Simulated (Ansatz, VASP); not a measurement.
Two plane-wave programs on SnO

File INCAR:

```
PREC = Accurate
ENCUT = 520
EDIFF = 1E-6
ISMEAR = 0
SIGMA = 0.01
LREAL = F
LASPH = T
NELM = 60
ALGO = Normal
ISIF = 2
LWAVE = F
LCHARG = F
GGA = PE
NBANDS = 28
```

Contents of KPOINTS:

```
Automatic mesh
0
Gamma
  9 9 2
```

File POSCAR:

```
SnO
1.0
    3.3273049398      0.0000000000      0.0000000000
   -1.6636524699      2.8815306040      0.0000000000
    0.0000000000      0.0000000000      9.0987818390
Sn O
2 2
Direct
    0.3333333333      0.6666666667     -0.0059446236
    0.6666666667      0.3333333333      0.4940553764
    0.3333333333      0.6666666667      0.3809446236
    0.6666666667      0.3333333333      0.8809446236
```

Input for Ansatz:

```yaml
crystal:
  lattice:
    - [3.3273049398, 0.0, 0.0]
    - [-1.6636524699, 2.881530604, 0.0]
    - [0.0, 0.0, 9.098781839]
  atoms:
    - { symbol: Sn, position: [0.3333333333, 0.6666666667, -0.0059446236] }
    - { symbol: Sn, position: [0.6666666667, 0.3333333333, 0.4940553764] }
    - { symbol: O, position: [0.3333333333, 0.6666666667, 0.3809446236] }
    - { symbol: O, position: [0.6666666667, 0.3333333333, 0.8809446236] }
kpoints:
  mp_grid: { grid: [9, 9, 2] }
hamiltonian:
  xc: pbe
scf:
  occupations: { method: fixed }
  n_extra_bands: 5
output:
  forces: true
  stress: true
  eigenvalues: true
```

Alike in both runs: task single point; functional PBE; k mesh 9 × 9 × 2; no spin polarisation.

```csv
,VASP,Ansatz
version,VASP 6.6.1,Ansatz 0.2.0
potentials or method,"VASP PAW PBE potentials, release 64 (Sn_d, O)","plane waves, PAW"
plane-wave cutoff (eV),520,420
occupations,"gaussian, width 0.01 eV",fixed
valence electrons in the cell,40,40
```

|  | VASP | Ansatz | Ansatz less VASP |
| --- | --- | --- | --- |
| gap on the k mesh at the Fermi level (eV) | 1.41 | 1.44 | +0.030 |
| pressure (GPa) | 2.1 | 1.9 | -0.20 |
| traceless stress, the component that is largest in VASP (GPa) | -0.58 | -0.48 | +0.102 |
| rms of the force components (eV/Å) | 0.203 | 0.165 | -0.0377 |

Atom by atom the forces differ by 0.038 eV/Å (rms over components).
